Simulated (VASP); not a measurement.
# KI (F-43m) in VASP: settings compared, part 2 of 2

VASP 6.6.1. Earlier steps stand in the parts before.

## (4) Single point, HSE06 (strain -2.0%)

File POSCAR:

```
KI
1.0
    0.0000000000      3.8865762157      3.8865762157
    3.8865762157      0.0000000000      3.8865762157
    3.8865762157      3.8865762157      0.0000000000
K I
1 1
Direct
    0.0000000000      0.0000000000      0.0000000000
    0.2500000000      0.2500000000      0.2500000000
```

File INCAR.step1:

```
PREC = Accurate
ENCUT = 520
EDIFF = 1E-5
ISMEAR = 0
SIGMA = 0.01
LREAL = False
LASPH = True
NELM = 80
ALGO = Normal
ISIF = 2
LWAVE = True
LCHARG = False
GGA = PE
NBANDS = 15
```

File INCAR.step2:

```
PREC = Accurate
ENCUT = 520
EDIFF = 1E-6
ISMEAR = 0
SIGMA = 0.01
LREAL = False
LASPH = True
NELM = 80
ALGO = Normal
ISIF = 2
LWAVE = False
LCHARG = False
GGA = PE
LHFCALC = True
HFSCREEN = 0.2079
PRECFOCK = Normal
ISTART = 1
NBANDS = 15
```

File KPOINTS:

```
Automatic mesh
0
Gamma
  4 4 4
```

Potentials or basis: VASP PAW PBE potentials, release 64 (K_sv, I).

Started as:

```
> cat potpaw_PBE.64/K_sv/POTCAR potpaw_PBE.64/I/POTCAR > POTCAR
> cp INCAR.step1 INCAR
> mpirun -np 1 vasp_std > vasp.out
> cp INCAR.step2 INCAR
> mpirun -np 1 vasp_std > vasp.out
```

OUTCAR:

```text
PREC = Accurate
   ENCUT = 520
   EDIFF = 1E-6
   ISMEAR = 0
   LREAL = False
   LASPH = True
   NELM = 80
   ISIF = 2
   GGA = PE
   LHFCALC = True
   HFSCREEN = 0.2079
   PRECFOCK = Normal
   ISTART = 1

 ion  position               nearest neighbor table
   1  0.000  0.000  0.000-   2 3.37   2 3.37   2 3.37   2 3.37
   2  0.250  0.250  0.250-   1 3.37   1 3.37   1 3.37   1 3.37

  LATTYP: Found a face centered cubic cell.
 ALAT       =     7.7731524314

  Lattice vectors:

 A1 = (   0.0000000000,   3.8865762157,   3.8865762157)
 A2 = (   3.8865762157,   0.0000000000,   3.8865762157)
 A3 = (   3.8865762157,   3.8865762157,   0.0000000000)

Analysis of symmetry for initial positions (statically):
=====================================================================
 Subroutine PRICEL returns:
 Original cell was already a primitive cell.

 Routine SETGRP: Setting up the symmetry group for a
 face centered cubic supercell.

 Subroutine GETGRP returns: Found 24 space group operations
 (whereof 24 operations were pure point group operations)
 out of a pool of 48 trial point group operations.

The static configuration has the point symmetry T_d .

Analysis of symmetry for dynamics (positions and initial velocities):
=====================================================================
 Subroutine PRICEL returns:
 Original cell was already a primitive cell.

 Routine SETGRP: Setting up the symmetry group for a
 face centered cubic supercell.

 Subroutine GETGRP returns: Found 24 space group operations
 (whereof 24 operations were pure point group operations)
 out of a pool of 48 trial point group operations.

The dynamic configuration has the point symmetry T_d .

 Subroutine INISYM returns: Found 24 space group operations
 (whereof 24 operations are pure point group operations),
 and found     1 'primitive' translations

----------------------------------------------------------------------------------------

                                     Primitive cell

  volume of cell :     117.4172

  direct lattice vectors                    reciprocal lattice vectors
     0.000000000  3.886576216  3.886576216    -0.128647934  0.128647934  0.128647934
     3.886576216  0.000000000  3.886576216     0.128647934 -0.128647934  0.128647934
     3.886576216  3.886576216  0.000000000     0.128647934  0.128647934 -0.128647934

  length of vectors
     5.496448795  5.496448795  5.496448795     0.222824758  0.222824758  0.222824758

  position of ions in fractional coordinates (direct lattice)
     0.000000000  0.000000000  0.000000000
     0.250000000  0.250000000  0.250000000

  ion indices of the primitive-cell ions
   primitive index   ion index
                 1           1
                 2           2

----------------------------------------------------------------------------------------

 KPOINTS: Automatic mesh

Automatic generation of k-mesh.
 Grid dimensions read from file:
 generate k-points for:    4    4    4

 Generating k-lattice:

  Cartesian coordinates                     Fractional coordinates (reciprocal lattice)
    -0.032161983  0.032161983  0.032161983     0.250000000  0.000000000  0.000000000
[... 31 lines left out ...]
   NGXF,Y,Z  is equivalent  to a cutoff of  25.41, 25.41, 25.41 a.u.
 SYSTEM =  unknown system
   PREC   = accura    normal or accurate (medium, high low for compatibility)
   ISTART =      1    job   : 0-new  1-cont  2-samecut
   ICHARG =      0    charge: 1-file 2-atom 10-const
   ISPIN  =      1    spin polarized calculation?
   LNONCOLLINEAR =      F non collinear calculations
   LSORBIT =      F    spin-orbit coupling
   LASPH  =      T    aspherical Exc in radial PAW
   ENCUT  =  520.0 eV  38.22 Ry    6.18 a.u.  10.22 10.22 10.22*2*pi/ulx,y,z
   NELM   =     80;   NELMIN=  2; NELMDL=  0     # of ELM steps
   EDIFF  = 0.1E-05   stopping-criterion for ELM
   LREAL  =      F    real-space projection
   EDIFFG = 0.1E-04   stopping-criterion for IOM
   NSW    =      0    number of steps for IOM
   IBRION =     -1    ionic relax: 0-MD 1-quasi-New 2-CG
   NFREE  =      0    steps in history (QN), initial steepest desc. (CG)
   ISIF   =      2    stress and relaxation
   ISYM   =      3    0-nonsym 1-usesym 2-fastsym
   POTIM  = 0.5000    time-step for ionic-motion
   TEBEG  =    0.0;   TEEND  =   0.0 temperature during run
   PSTRESS=    0.0 pullay stress
   NELECT =      16.0000    total number of electrons
   NUPDOWN=      -1.0000    fix difference up-down
   EMIN   =  10.00;   EMAX   =-10.00  energy-range for DOS
   EFERMI =   0.00;   METHOD = LEGACY
   ISMEAR =     0;   SIGMA  =   0.01  broadening in eV -4-tet -1-fermi 0-gaus
   EFERMI_NEDOS =   21; number of points for ismear=-14 and -15
   IALGO  =     38    algorithm
   IMIX   =      1    mixing-type and parameters
     AMIX     =   0.40;   BMIX     =  1.00
     AMIX_MAG =   1.60;   BMIX_MAG =  1.00
  volume/ion in A,a.u.               =      58.71       396.19
  Fermi-wavevector in a.u.,A,eV,Ry     =   0.842437  1.591976  9.656065  0.709701
  Thomas-Fermi vector in A             =   1.957144
   LORBIT       =      0    0 simple, 1 ext, 2 COOP (PROOUT), +10 PAW based schemes
   GGA     = PE    functional components
   LHFCALC =     T    Hartree Fock is set to
   PRECFOCK=normal    Normal, Fast or Accurate (Low or Medium for compatibility)
   ENCUT4O =  -1.0   cutoff for four orbital integrals eV
   NKREDX  =     1    reduce k-point grid by
   NKREDY  =     1    reduce k-point grid by
   NKREDZ  =     1    reduce k-point grid by
   AEXX    =    0.2500 exact exchange contribution
   HFSCREEN=    0.2079 screening length (either q_TF or 0.3 A-1)
   HFSCREENC=   0.2079 screening length for correlation (either q_TF or 0.3 A-1)
   ENCUTFOCK=  -1.0 apply spherical cutoff to Coloumb kernel
   IVDW    =     0    specifies the selected vdW correction
   LEPSILON=     F    determine dielectric tensor
   LRPA    =     F    only Hartree local field effects (RPA)
 non-spin polarized calculation
 Gauss-broadening in eV      SIGMA  =   0.01
  energy-cutoff  :      520.00
  volume of cell :      117.42
 maximum number of plane-waves:      3178
 NGX is ok and might be reduce to    42
  NGX = 32; NGY = 32; NGZ = 32

 number of electron      15.9999998 magnetization

 Free energy of the ion-electron system (eV)
  ---------------------------------------------------
  ext. energy  EPLUGINS =         0.00000000
  ---------------------------------------------------
  free energy    TOTEN  =        -6.19714603 eV

  energy without entropy =       -6.19714603  energy(sigma->0) =       -6.19714603

 E-fermi :  -2.5805     XC(G=0):  -5.0269

 val. band max:       -2.7352811697   @ k =   0.0000   0.0000   0.0000
 cond. band min:       2.2468520520   @ k =   0.0000   0.0000   0.0000
 fundamental gap:      4.9821332217
 Fermi energy:        -2.5805072881

 k-point     1 :       0.0000    0.0000    0.0000
  band No.  band energies     occupation
      1     -33.3590      2.00000
      2     -15.5080      2.00000
      3     -15.5080      2.00000
      4     -15.5080      2.00000
      5     -13.6308      2.00000
      6      -2.7353      2.00000
      7      -2.7353      2.00000
      8      -2.7353      2.00000
      9       2.2469      0.00000
     10       6.1315      0.00000
     11       6.1315      0.00000
     12       6.6796      0.00000
     13       6.6796      0.00000
     14       6.6796      0.00000
[... 113 lines left out ...]
      2     -15.6166      2.00000
      3     -15.5224      2.00000
      4     -15.5193      2.00000
      5     -13.4328      2.00000
      6      -3.0862      2.00000
      7      -3.0175      2.00000
      8      -2.8085      2.00000
      9       3.8773      0.00000
     10       4.8595      0.00000
     11       6.0998      0.00000
     12       6.1196      0.00000
     13       7.1774      0.00000
     14       7.7233      0.00000
     15       8.0703      0.00000

------------------------ aborting loop because EDIFF is reached ----------------------------------------

  FORCE on cell =-STRESS in cart. coord.  units (eV):
  Direction    XX          YY          ZZ          XY          YZ          ZX
  --------------------------------------------------------------------------------------
  -------------------------------------------------------------------------------------
  Total        0.4723208      0.4723208      0.4723208      0.0000000      0.0000000     -0.0000000
  in kB        6.4448987      6.4448987      6.4448987      0.0000000      0.0000000     -0.0000000
  external PRESSURE =       6.4448987 kB  Pullay stress =       0.0000000 kB

 VOLUME and BASIS-vectors are now :
 -----------------------------------------------------------------------------
  energy-cutoff  :      520.00
  volume of cell :      117.42
      direct lattice vectors                 reciprocal lattice vectors
     0.000000000  3.886576216  3.886576216    -0.128647934  0.128647934  0.128647934
     3.886576216  0.000000000  3.886576216     0.128647934 -0.128647934  0.128647934
     3.886576216  3.886576216  0.000000000     0.128647934  0.128647934 -0.128647934

 POSITION                                       TOTAL-FORCE (eV/Angst)
 -----------------------------------------------------------------------------------
      0.00000      0.00000      0.00000        -0.000000     -0.000000      0.000000
      1.94329      1.94329      1.94329         0.000000      0.000000      0.000000
 -----------------------------------------------------------------------------------
    total drift:                               -0.000005      0.000005      0.000002

  FREE ENERGIE OF THE ION-ELECTRON SYSTEM (eV)
  ---------------------------------------------------
  free  energy   TOTEN  =        -6.1971460305 eV

  energy  without entropy=       -6.1971460305  energy(sigma->0) =       -6.19714603
```

OUTCAR.step1:

```text
PREC = Accurate
   ENCUT = 520
   EDIFF = 1E-5
   ISMEAR = 0
   LREAL = False
[... 348 lines left out ...]
      0.00000      0.00000      0.00000         0.000000      0.000000      0.000000
      1.94329      1.94329      1.94329        -0.000000     -0.000000     -0.000000
 -----------------------------------------------------------------------------------
    total drift:                               -0.000000     -0.000000     -0.000000

  FREE ENERGIE OF THE ION-ELECTRON SYSTEM (eV)
  ---------------------------------------------------
  free  energy   TOTEN  =        -5.3651681217 eV

  energy  without entropy=       -5.3651681217  energy(sigma->0) =       -5.36516812
```

Run time: 12 min. Hardware: 1 thread of Intel Xeon Platinum 8259CL at 2.50GHz (Skylake/Cascade Lake), shared host; peak memory 0.38 GiB.

What came out:

* Free energy: -6.1971 eV
* Pressure: 0.6 GPa
* Band gap on the k mesh: 4.98 eV, direct

Caveat: the cell differs from its parent crystal (strain -2.0%); the PAW data sets were made with another functional, which shifts forces and pressure a little; spin-orbit coupling is left out, which moves the levels of the heavy elements.

## (5) Overview

| level | k mesh | smearing | grid for exact exchange (PRECFOCK) | screening parameter | gap on the mesh (eV) | pressure (GPa) |
| --- | --- | --- | --- | --- | --- | --- |
| PBE | 6 × 6 × 6 | fermi-dirac 0.02 eV | - | - | 4.03 | 0.7 |
| r2SCAN | 6 × 6 × 6 | gaussian 0.01 eV | - | - | 4.55 | 0.6 |
| HSE06 | 4 × 4 × 4 | gaussian 0.01 eV | Normal | 0.2079 1/Å | 4.98 | 0.6 |

Alike in all rows: task single point; potentials or basis VASP PAW PBE potentials, release 64 (K_sv, I); no spin polarisation; cell as given; cutoff (eV) 520.

Caveats: spin-orbit coupling is left out, which moves the levels of the heavy elements; the PAW data sets were made with another functional, which shifts forces and pressure a little (some runs).

Absolute energies hang on the potentials; compare differences alone.
